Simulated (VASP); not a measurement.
A run of VASP 6.6.1 is set up as follows.

Contents of INCAR:

```
PREC = Accurate
ENCUT = 520
EDIFF = 1E-7
ISMEAR = 0
SIGMA = 0.05
LREAL = False
LASPH = True
NELM = 60
ALGO = Normal
ISIF = 2
LWAVE = False
LCHARG = False
NBANDS = 21
```

Contents of KPOINTS:

```
regular mesh
0
Gamma
  8 8 6
```

Contents of POSCAR:

```
AlGaN2
1.0
    3.2111225285      0.0000000000      0.0000000000
    0.0000000000      3.2111225285      0.0000000000
    0.0000000000      0.0000000000      4.1259713368
Al Ga N
1 1 2
Direct
    0.5000000000      0.5000000000      0.5000000000
    0.0000000000      0.0000000000      0.0000000000
    0.5000000000      0.0000000000      0.7384421396
    0.0000000000      0.5000000000      0.2615578604
```

Potentials or basis: VASP PAW LDA potentials, release 64 (Al, Ga_d, N).

Launch:

```console
$ cat potpaw_LDA.64/Al/POTCAR potpaw_LDA.64/Ga_d/POTCAR potpaw_LDA.64/N/POTCAR > POTCAR
$ mpirun -np 1 vasp_std > vasp.out
```

(1) What does it give for the band gap on the k mesh?

(2) What does it give for the pressure?

(3) Predict the largest force.

Answers

(1) 3.06 eV, direct.

(2) 0.0 GPa.

(3) 0.029 eV/Å.
